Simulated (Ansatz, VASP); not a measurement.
**SnO: VASP beside Ansatz**

```
Sn O
1.0
     3.85409    0.00000    0.00000
     0.00000    3.85409    0.00000
     0.00000    0.00000    4.70616
Sn O
2 2
Cartesian
  0.0000 1.9270 1.1224
  1.9270 0.0000 3.5837
  0.0000 0.0000 0.0000
  1.9270 1.9270 0.0000
```

Alike in both runs: task single point; functional PBE; dispersion D3(BJ); k mesh 14 × 14 × 12; occupations gaussian, width 0.15 eV; no spin polarisation.

|  | VASP | Ansatz |
| --- | --- | --- |
| version | VASP 6.6.1 | Ansatz 0.2.0 |
| potentials or method | VASP PAW PBE potentials, release 64 (Sn_d, O), cutoff 520 eV | scalar-relativistic, plane waves, PAW |
| valence electrons in the cell | 40 | 40 |

```csv
,VASP,Ansatz,Ansatz less VASP
gap on the k mesh at the Fermi level (eV),0.21,0.20,-0.011
least direct gap on the mesh (eV),1.89,1.91,+0.014
pressure (GPa),1.6,1.3,-0.30
"traceless stress, the component that is largest in VASP (GPa)",1.07,1.08,+0.011
rms of the force components (eV/Å),0.246,0.208,-0.0374
```

Atom by atom the forces differ by 0.037 eV/Å (rms over components).
